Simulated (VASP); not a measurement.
# Ta2N (P-3m1) in VASP: further runs

Ta2N is run at these levels: PBE; tasks: electric field gradients, single point.

Everything below comes from runs of VASP 6.6.1. Logs are shortened: lines on timing, memory, paths and dates and some standing lists are left out, and cuts for length are marked.

### 1 The cell of the first run

It takes space group P-3m1 (No. 164, trigonal). The conventional cell has a = 3.113 Å, b = 3.113 Å, c = 4.870 Å, α = 90.00°, β = 90.00°, γ = 120.00°. Within 3.2 Å of Ta (site symmetry 3m) lie 3 N at 2.18 Å and 12 Ta at 2.99 to 3.11 Å. Within 2.9 Å of N (site symmetry -3m) lie 6 Ta at 2.18 Å.

### 2 Electric field gradients, PBE

Input file INCAR:

```
SYSTEM = Ta2N
ALGO = Normal ; EDIFF = 1E-8
ENCUT = 520 ; GGA = PE
ISIF = 2 ; ISMEAR = -1
LASPH = .TRUE. ; LCHARG = .FALSE.
LEFG = .TRUE. ; LREAL = .FALSE.
LWAVE = .FALSE. ; NBANDS = 20
NELM = 60 ; PREC = Accurate
SIGMA = 0.05
```

Input file KPOINTS:

```
k-points
0
G
  15 15 9
  0 0 0
```

Input file POSCAR:

```
Ta2N
1.0
    3.1128615060      0.0000000000      0.0000000000
   -1.5564307530      2.6958171426      0.0000000000
    0.0000000000      0.0000000000      4.8698410000
Ta N
2 1
Direct
    0.6666666667      0.3333333333      0.7452890000
    0.3333333333      0.6666666667      0.2547110000
    0.0000000000      0.0000000000      0.0000000000
```

Potentials or basis: VASP PAW PBE potentials, release 64 (Ta_pv, N).

Command:

```
> cat potpaw_PBE.64/Ta_pv/POTCAR potpaw_PBE.64/N/POTCAR > POTCAR
> mpirun -np 1 vasp_std > vasp.out
```

OUTCAR:

```text
SYSTEM = Ta2N
   EDIFF = 1E-8
   ENCUT = 520
   GGA = PE
   ISIF = 2
   ISMEAR = -1
   LASPH = .TRUE.
   LREAL = .FALSE.
   NELM = 60
   PREC = Accurate

 ion  position               nearest neighbor table
   1  0.667  0.333  0.745-   3 2.18   3 2.18   3 2.18   2 2.99   2 2.99   2 2.99   2 3.06   2 3.06
                             2 3.06
   2  0.333  0.667  0.255-   3 2.18   3 2.18   3 2.18   1 2.99   1 2.99   1 2.99   1 3.06   1 3.06
                             1 3.06
   3  0.000  0.000  0.000-   1 2.18   2 2.18   2 2.18   1 2.18   1 2.18   2 2.18

  LATTYP: Found a hexagonal cell.
 ALAT       =     3.1128615060
 C/A-ratio  =     1.5644258476

  Lattice vectors:

 A1 = (   3.1128615060,   0.0000000000,   0.0000000000)
 A2 = (  -1.5564307530,   2.6958171426,   0.0000000000)
 A3 = (   0.0000000000,   0.0000000000,   4.8698410000)

Analysis of symmetry for initial positions (statically):
=====================================================================
 Subroutine PRICEL returns:
 Original cell was already a primitive cell.

 Routine SETGRP: Setting up the symmetry group for a
 hexagonal supercell.

 Subroutine GETGRP returns: Found 12 space group operations
 (whereof 12 operations were pure point group operations)
 out of a pool of 24 trial point group operations.

The static configuration has the point symmetry D_3d.

Analysis of symmetry for dynamics (positions and initial velocities):
=====================================================================
 Subroutine PRICEL returns:
 Original cell was already a primitive cell.

 Routine SETGRP: Setting up the symmetry group for a
 hexagonal supercell.

 Subroutine GETGRP returns: Found 12 space group operations
 (whereof 12 operations were pure point group operations)
 out of a pool of 24 trial point group operations.

The dynamic configuration has the point symmetry D_3d.

 Subroutine INISYM returns: Found 12 space group operations
 (whereof 12 operations are pure point group operations),
 and found     1 'primitive' translations

----------------------------------------------------------------------------------------

                                     Primitive cell

  volume of cell :      40.8663

  direct lattice vectors                    reciprocal lattice vectors
     3.112861506  0.000000000  0.000000000     0.321247829  0.185472520  0.000000000
    -1.556430753  2.695817143  0.000000000     0.000000000  0.370945041  0.000000000
     0.000000000  0.000000000  4.869841000     0.000000000  0.000000000  0.205345513

  length of vectors
     3.112861506  3.112861506  4.869841000     0.370945041  0.370945041  0.205345513

  position of ions in fractional coordinates (direct lattice)
     0.666666667  0.333333333  0.745289000
     0.333333333  0.666666667  0.254711000
     0.000000000  0.000000000  0.000000000

  ion indices of the primitive-cell ions
   primitive index   ion index
                 1           1
                 2           2
                 3           3

----------------------------------------------------------------------------------------

 KPOINTS: k-points

Automatic generation of k-mesh.
 Grid dimensions read from file:
 generate k-points for:   15   15    9

 Generating k-lattice:

  Cartesian coordinates                     Fractional coordinates (reciprocal lattice)
     0.021416522  0.012364835  0.000000000     0.066666667  0.000000000  0.000000000
     0.000000000  0.024729669  0.000000000     0.000000000  0.066666667  0.000000000
     0.000000000  0.000000000  0.022816168     0.000000000  0.000000000  0.111111111

  Length of vectors
     0.024729669  0.024729669  0.022816168

  Shift w.r.t. Gamma in fractional coordinates (k-lattice)
     0.000000000  0.000000000  0.000000000

 Subroutine IBZKPT returns following result:
 ===========================================

 Found    211 irreducible k-points:

 Following reciprocal coordinates:
            Coordinates               Weight
  0.000000  0.000000  0.000000      1.000000
  0.066667  0.000000  0.000000      6.000000
  0.133333  0.000000  0.000000      6.000000
  0.200000  0.000000  0.000000      6.000000
  0.266667  0.000000  0.000000      6.000000
  0.333333 -0.000000  0.000000      6.000000
[... 16 lines left out ...]
  0.333333  0.200000  0.000000     12.000000
  0.400000  0.200000  0.000000      6.000000
 [... further k-points ...]
   k-points           NKPTS =    211   k-points in BZ     NKDIM =    211   number of bands    NBANDS=     20
   number of dos      NEDOS =    301   number of ions     NIONS =      3
   total plane-waves  NPLWV =  20736
   dimension x,y,z NGX =    24 NGY =   24 NGZ =   36
   dimension x,y,z NGXF=    48 NGYF=   48 NGZF=   72
   ions per type =               2   1
   NGX,Y,Z   is equivalent  to a cutoff of  12.82, 12.82, 12.29 a.u.
   NGXF,Y,Z  is equivalent  to a cutoff of  25.63, 25.63, 24.58 a.u.
 SYSTEM =  Ta2N
   PREC   = accura    normal or accurate (medium, high low for compatibility)
   ISTART =      0    job   : 0-new  1-cont  2-samecut
   ICHARG =      2    charge: 1-file 2-atom 10-const
   ISPIN  =      1    spin polarized calculation?
   LNONCOLLINEAR =      F non collinear calculations
   LSORBIT =      F    spin-orbit coupling
   LASPH  =      T    aspherical Exc in radial PAW
   ENCUT  =  520.0 eV  38.22 Ry    6.18 a.u.   5.79  5.79  9.05*2*pi/ulx,y,z
   NELM   =     60;   NELMIN=  2; NELMDL= -5     # of ELM steps
   EDIFF  = 0.1E-07   stopping-criterion for ELM
   LREAL  =      F    real-space projection
   EDIFFG = 0.1E-06   stopping-criterion for IOM
   NSW    =      0    number of steps for IOM
   IBRION =     -1    ionic relax: 0-MD 1-quasi-New 2-CG
   NFREE  =      0    steps in history (QN), initial steepest desc. (CG)
   ISIF   =      2    stress and relaxation
   ISYM   =      2    0-nonsym 1-usesym 2-fastsym
   POTIM  = 0.5000    time-step for ionic-motion
   TEBEG  =    0.0;   TEEND  =   0.0 temperature during run
   PSTRESS=    0.0 pullay stress
   NELECT =      27.0000    total number of electrons
   NUPDOWN=      -1.0000    fix difference up-down
   EMIN   =  10.00;   EMAX   =-10.00  energy-range for DOS
   EFERMI =   0.00;   METHOD = LEGACY
   ISMEAR =    -1;   SIGMA  =   0.05  broadening in eV -4-tet -1-fermi 0-gaus
   EFERMI_NEDOS =   21; number of points for ismear=-14 and -15
   IALGO  =     38    algorithm
   IMIX   =      4    mixing-type and parameters
     AMIX     =   0.40;   BMIX     =  1.00
     AMIX_MAG =   1.60;   BMIX_MAG =  1.00
  volume/ion in A,a.u.               =      13.62        91.93
  Fermi-wavevector in a.u.,A,eV,Ry     =   1.425852  2.694469 27.661374  2.033054
  Thomas-Fermi vector in A             =   2.546192
   LORBIT       =      0    0 simple, 1 ext, 2 COOP (PROOUT), +10 PAW based schemes
   GGA     = PE    functional components
   LHFCALC =     F    Hartree Fock is set to
   AEXX    =    0.0000 exact exchange contribution
   IVDW    =     0    specifies the selected vdW correction
   LEPSILON=     F    determine dielectric tensor
   LRPA    =     F    only Hartree local field effects (RPA)
 non-spin polarized calculation
  energy-cutoff  :      520.00
  volume of cell :       40.87
 maximum number of plane-waves:      1115
   NGX = 11   NGY = 11   NGZ = 19

 number of electron      26.9999996 magnetization

 Free energy of the ion-electron system (eV)
  ---------------------------------------------------
  ext. energy  EPLUGINS =         0.00000000
  ---------------------------------------------------
  free energy    TOTEN  =       -34.38779100 eV

  energy without entropy =      -34.37802085  energy(sigma->0) =      -34.38290592

 E-fermi :   7.4508     XC(G=0): -12.8464

 val. band max:        7.4500971548   @ k =  -0.2000   0.4667   0.2222
 cond. band min:       7.4509153801   @ k =   0.0000   0.2667   0.3333
 fundamental gap:      0.0008182253
 Fermi energy:         7.4508067312

 k-point     1 :       0.0000    0.0000    0.0000
  band No.  band energies     occupation
      1     -28.2224      2.00000
      2     -27.5123      2.00000
      3     -27.5123      2.00000
      4     -27.3870      2.00000
      5     -27.3870      2.00000
      6     -27.2688      2.00000
[... 12 lines left out ...]
     19       8.6219      0.00000
     20      12.3896      0.00000
[... 507 lines left out ...]
 k-point    24 :       0.4000    0.2000    0.0000
  band No.  band energies     occupation
      1     -28.0794      2.00000
      2     -27.8731      2.00000
      3     -27.7962      2.00000
      4     -27.7362      2.00000
      5     -27.5954      2.00000
      6     -27.5486      2.00000
[... 12 lines left out ...]
     19      11.6911      0.00000
     20      13.4867      0.00000

 [... further k-points ...]
[... 5 lines left out ...]
  --------------------------------------------------------------------------------------
  -------------------------------------------------------------------------------------
  Total       -0.3406995     -0.3406995     -0.0102669      0.0000000      0.0000000      0.0000000
  in kB      -13.3572487    -13.3572487     -0.4025178      0.0000000      0.0000000      0.0000000
  external PRESSURE =      -9.0390051 kB  Pullay stress =       0.0000000 kB

 VOLUME and BASIS-vectors are now :
 -----------------------------------------------------------------------------
  energy-cutoff  :      520.00
  volume of cell :       40.87
      direct lattice vectors                 reciprocal lattice vectors
     3.112861506  0.000000000  0.000000000     0.321247829  0.185472520  0.000000000
    -1.556430753  2.695817143  0.000000000     0.000000000  0.370945041  0.000000000
     0.000000000  0.000000000  4.869841000     0.000000000  0.000000000  0.205345513

 POSITION                                       TOTAL-FORCE (eV/Angst)
 -----------------------------------------------------------------------------------
      1.55643      0.89861      3.62944         0.000000     -0.000000      0.004331
     -0.00000      1.79721      1.24040        -0.000000      0.000000     -0.004331
      0.00000      0.00000      0.00000        -0.000000      0.000000      0.000000
 -----------------------------------------------------------------------------------
    total drift:                               -0.000000      0.000000      0.000000

  FREE ENERGIE OF THE ION-ELECTRON SYSTEM (eV)
  ---------------------------------------------------
  free  energy   TOTEN  =       -34.3877910013 eV

  energy  without entropy=      -34.3780208459  energy(sigma->0) =      -34.38290592

 Electric field gradients (V/A^2)
---------------------------------------------------------------------
 ion       V_xx      V_yy      V_zz      V_xy      V_xz      V_yz
---------------------------------------------------------------------
   1      30.487    30.487   -60.974    -0.000     0.000    -0.000
   2      30.487    30.487   -60.974    -0.000     0.000    -0.000
   3       2.166     2.166    -4.332    -0.000    -0.000     0.000
---------------------------------------------------------------------

 Electric field gradients after diagonalization (V/A^2)
 (convention: |V_zz| > |V_xx| > |V_yy|)
----------------------------------------------------------------------
 ion       V_xx      V_yy      V_zz     asymmetry (V_yy - V_xx)/ V_zz
----------------------------------------------------------------------
   1      30.488    30.487   -60.974       0.000
   2      30.488    30.487   -60.974       0.000
   3       2.166     2.166    -4.332       0.000
----------------------------------------------------------------------

           NMR quadrupolar parameters

 Cq : quadrupolar parameter    Cq=e*Q*V_zz/h
 eta: asymmetry parameters     (V_yy - V_xx)/ V_zz
 Q  : nuclear electric quadrupole moment in mb (millibarn)
----------------------------------------------------------------------
 ion       Cq(MHz)       eta       Q (mb)
----------------------------------------------------------------------
   1      -0.147       0.000       1.000
   2      -0.147       0.000       1.000
   3      -0.010       0.000       1.000
----------------------------------------------------------------------
```

It took 86 s on 1 thread of AMD EPYC 9R45 (Zen 5), shared host; peak memory 0.25 GiB.

What came out:

| Property | Result |
| --- | --- |
| Free energy | -34.3878 eV |
| Pressure | -0.9 GPa |
| Largest force | 0.004 eV/Å |
| Band gap on the k mesh | zero (an odd number of electrons rules out a gap without spin polarisation) |
| Largest electric field gradient by atom | Ta -61.0; N -4.3 V/Å² |

Forces in eV/Å, atoms in the order of the input:
```
Ta   0.000  0.000  0.004
Ta   0.000  0.000 -0.004
N    0.000  0.000  0.000
```

Electric field gradients, principal values (V/Å²):
```
atom   least  middle  greatest (by size)
1 Ta  30.487  30.488             -60.974
2 Ta  30.487  30.488             -60.974
 3 N   2.166   2.166              -4.332
```

Caveat: without QUAD_EFG the Cq values of the log hold for a quadrupole moment of 1 mb, not for the nuclei; spin-orbit coupling is left out, which moves the levels of the heavy elements.

### 3 Single point, PBE

POSCAR is that of step 2.

Input file INCAR.step1:

```
PREC = Accurate ; ENCUT = 520
EDIFF = 1E-7 ; ISMEAR = -1
SIGMA = 0.05 ; LREAL = F
LASPH = T ; NELM = 80
ALGO = Normal ; ISIF = 2
LWAVE = F ; LCHARG = T
LMAXMIX = 4 ; GGA = PE
NBANDS = 20
```

Input file KPOINTS.step1:

```
regular mesh
0
Gamma
  15 15 9
```

Input file INCAR.step2:

```
PREC = Accurate ; ENCUT = 520
EDIFF = 1E-7 ; ISMEAR = -5
SIGMA = 0.05 ; LREAL = F
LASPH = T ; NELM = 80
ALGO = Normal ; ISIF = 2
LWAVE = F ; LCHARG = F
LMAXMIX = 4 ; GGA = PE
LORBIT = 11 ; NEDOS = 2001
ICHARG = 11
```

Input file KPOINTS.step2:

```
regular mesh
0
Gamma
  23 23 14
```

Potentials or basis: VASP PAW PBE potentials, release 64 (Ta_pv, N).

Command:

```
> cat potpaw_PBE.64/Ta_pv/POTCAR potpaw_PBE.64/N/POTCAR > POTCAR
> cp INCAR.step1 INCAR
> cp KPOINTS.step1 KPOINTS
> mpirun -np 1 vasp_std > vasp.out
> cp INCAR.step2 INCAR
> cp KPOINTS.step2 KPOINTS
> mpirun -np 1 vasp_std > vasp.out
```

Run time: 3.5 min. Hardware: 1 thread of AMD EPYC 9R45 (Zen 5), shared host; peak memory 0.53 GiB.

Results (log left out):

```
Valence electrons inside the program's atomic spheres : Ta 8.88; N 3.75
```

Levels at points of the mesh, in eV from the Fermi level:
| k point | band 11 | band 12 | band 13 | band 14 | band 15 | band 16 |
| --- | --- | --- | --- | --- | --- | --- |
| (0.00, 0.00, 0.00) | -4.96 | -0.65 | -0.23 | -0.23 | 0.28 | 0.28 |
| (0.00, 0.00, 0.50) | -2.85 | -2.64 | -1.11 | -1.11 | 1.78 | 1.90 |

Caveat: spin-orbit coupling is left out, which moves the levels of the heavy elements.
